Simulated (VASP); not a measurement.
# SiNi (WC type) (P-6m2) in VASP: further runs, part 2 of 2

VASP 6.6.1. Earlier steps stand in the parts before.

### Step 4. Relaxation of shape and atoms at fixed volume, PBE

This run uses another cell than the first one, of 7.20 Å³/atom, 0.550 times its volume.

The input, INCAR:

```
SYSTEM = SiNi
ALGO     = Normal         ! electronic algorithm
EDIFF    = 1E-6           ! SCF threshold, eV
EDIFFG   = -0.005         ! ionic threshold
ENCUT    = 600            ! plane-wave cutoff, eV
GGA      = PE             ! functional
IBRION   = 2              ! ionic algorithm
ISIF     = 4              ! what is computed and relaxed
ISMEAR   = -1             ! smearing method
LASPH    = .True.         ! aspherical terms in the spheres
LCHARG   = .False.        ! write CHGCAR
LREAL    = .False.        ! projectors in reciprocal space
LWAVE    = .False.        ! write WAVECAR
NELM     = 100            ! most SCF steps
NSW      = 50             ! ionic steps
PREC     = Accurate       ! precision mode
SIGMA    = 0.1            ! smearing width, eV
```

The input, KPOINTS:

```
k-points
0
Gamma
  14 14 13
  0 0 0
```

The input, POSCAR:

```
SiNi
1.0
    2.8566356323      0.0000000000      0.0000000000
   -1.4283178161      2.4739190269      0.0000000000
    0.0000000000      0.0000000000      2.0380228951
Ni Si
1 1
Direct
    0.0000000000      0.0000000000      0.0000000000
    0.3333333333      0.6666666667      0.5000000000
```

Launch:

```sh
cat potpaw_PBE.64/Ni/POTCAR potpaw_PBE.64/Si/POTCAR > POTCAR
mpirun -np 1 vasp_std > vasp.out
```

It used 140 s of CPU time on 1 thread of AMD EPYC 7R13 Processor (Zen 3), on a shared host.

The run converged. Its results:

| Item | Value |
| --- | --- |
| Free energy | -7.0930 eV |
| Energy gained by relaxing | 1593.8 meV/atom |
| Ionic steps | 15 |
| Pressure after relaxing | 243.1 GPa |
| Band gap on the k mesh | zero (band 7 reaches 21.31 eV, above the bottom of band 8 at 20.07 eV) |

Stress tensor (GPa, compression positive):
```
243.04   0.00   0.00
  0.00 243.04   0.00
  0.00   0.00 243.14
```

Step by step:
```tsv
step	energy change (eV)	largest force (eV/Å)	pressure (GPa)	volume (Å³)
1	0.0000	0.0000	359.91	14.40
2	-0.8263	0.0000	322.88	14.40
3	-1.2645	0.0000	307.12	14.40
4	-2.7999	0.0000	263.64	14.40
5	0.3648	0.0000	266.97	14.40
6	-3.1445	0.0000	248.34	14.40
7	-3.1853	0.0000	241.92	14.40
8	-3.1868	0.0000	243.62	14.40
9	-3.1869	0.0000	243.55	14.40
10	-3.1873	0.0000	243.41	14.40
11	-3.1873	0.0000	243.34	14.40
12	-3.1873	0.0000	243.60	14.40
13	-3.1874	0.0000	243.29	14.40
14	-3.1875	0.0000	243.23	14.40
15	-3.1875	0.0000	243.08	14.40
```

Final structure:
```
Ni Si
1.0
     2.23532    0.00000    0.00000
    -1.11766    1.93585    0.00000
     0.00000    0.00000    3.32842
Ni Si
1 1
Direct
  0.00000 0.00000 0.00000
  0.33333 0.66667 0.50000
```

Levels at points of the mesh, in eV from the Fermi level:
```
           k point  band 3  band 4  band 5  band 6  band 7  band 8  band 9  band 10  band 11
(0.00, 0.00, 0.00)   -6.91   -4.63   -4.63   -3.28   -3.28    1.64   13.87    13.87    18.04
(0.50, 0.00, 0.00)   -8.18   -7.42   -4.07   -1.59   -0.40    2.18    4.63     7.74     8.11
```

### Step 5. Relaxation of shape and atoms at fixed volume, PBE

This run uses another cell than the first one, of 8.38 Å³/atom, 0.640 times its volume.

The input, INCAR:

```
ALGO = Normal
EDIFF = 1E-6
EDIFFG = -0.005
ENCUT = 600
GGA = PE
IBRION = 2
ISIF = 4
ISMEAR = -1
LASPH = True
LCHARG = False
LREAL = False
LWAVE = False
NELM = 60
NSW = 50
PREC = Accurate
SIGMA = 0.1
```

The input, KPOINTS:

```
k-points
0
Gamma
  14 14 13
```

The input, POSCAR:

```
SiNi
1.0
    3.0046503728      0.0000000000      0.0000000000
   -1.5023251864      2.6021035524      0.0000000000
    0.0000000000      0.0000000000      2.1436217425
Ni Si
1 1
Direct
    0.0000000000      0.0000000000      0.0000000000
    0.3333333333      0.6666666667      0.5000000000
```

Launch:

```sh
cat potpaw_PBE.64/Ni/POTCAR potpaw_PBE.64/Si/POTCAR > POTCAR
mpirun -np 1 vasp_std > vasp.out
```

It took 4.2 min on 1 thread of AMD EPYC 7R13 (Zen 3), shared host; peak memory 0.13 GiB.

It converged, with:

```
Free energy               : -9.6717 eV
Energy gained by relaxing : 908.4 meV/atom
Ionic steps               : 21
Pressure after relaxing   : 119.1 GPa
Band gap on the k mesh    : zero (band 7 reaches 17.98 eV, above the bottom of band 8 at 16.88 eV)
```

The path:
```csv
step,energy change (eV),largest force (eV/Å),pressure (GPa),volume (Å³)
1,0.0000,0.0000,193.93,16.76
2,-0.3193,0.0000,177.33,16.76
3,-0.3378,0.0000,175.32,16.76
4,-0.3763,0.0000,171.72,16.76
5,-0.5474,0.0000,163.30,16.76
6,-1.3841,0.0000,139.24,16.76
7,-0.7359,0.0000,115.72,16.76
8,-1.7841,0.0000,123.38,16.76
9,-1.8143,0.0000,117.99,16.76
10,-1.8168,0.0000,119.38,16.76
11,-1.8168,0.0000,119.31,16.76
12,-1.8168,0.0000,119.77,16.76
13,-1.8168,0.0000,119.37,16.76
14,-1.8168,0.0000,119.37,16.76
15,-1.8168,0.0000,119.35,16.76
16,-1.8168,0.0000,119.37,16.76
17,-1.8168,0.0000,119.38,16.76
18,-1.8168,0.0000,119.00,16.76
19,-1.8168,0.0000,119.23,16.76
20,-1.8169,0.0000,119.13,16.76
21,-1.8169,0.0000,119.14,16.76
```

Final structure:
```yaml
crystal:
  lattice:
    - [2.37382, 0.00000, 0.00000]
    - [-1.18691, 2.05579, 0.00000]
    - [0.00000, 0.00000, 3.43432]
  atoms:
    - { symbol: Ni, position: [0.00000, 0.00000, 0.00000] }
    - { symbol: Si, position: [0.33333, 0.66667, 0.50000] }
```

Levels at points of the mesh, in eV from the Fermi level:
| k point | band 3 | band 4 | band 5 | band 6 | band 7 | band 8 | band 9 | band 10 | band 11 |
| --- | --- | --- | --- | --- | --- | --- | --- | --- | --- |
| (0.00, 0.00, 0.00) | -5.75 | -3.76 | -3.76 | -2.80 | -2.80 | 1.85 | 12.87 | 12.87 | 15.02 |
| (0.50, 0.00, 0.00) | -6.71 | -5.98 | -3.41 | -1.40 | -0.42 | 2.55 | 4.76 | 6.38 | 7.36 |

Spin polarisation is off, so any magnetic state and its effect on volume and gap are missing.

### Step 6. Summary

| task | cell | cutoff (eV) | gap on the mesh (eV) | pressure (GPa) |
| --- | --- | --- | --- | --- |
| single point | a = 3.487, b = 3.487, c = 2.487 Å, angles 90.0, 90.0, 120.0°, 2 atoms | 520 | none | 0.0 |
| relaxation of shape and atoms at fixed volume | relaxed from a = 2.857, b = 2.857, c = 2.038 Å, angles 90.0, 90.0, 120.0°, 2 atoms | 600 | none | 243.1 |
| relaxation of shape and atoms at fixed volume | relaxed from a = 3.005, b = 3.005, c = 2.144 Å, angles 90.0, 90.0, 120.0°, 2 atoms | 600 | none | 119.1 |

Alike in all rows: level PBE; potentials or basis VASP PAW PBE potentials, release 64 (Ni, Si); no spin polarisation; k mesh 14 × 14 × 13; smearing fermi-dirac 0.1 eV.

Total energies depend on the potentials used, so only differences within one code and one set of settings carry meaning.
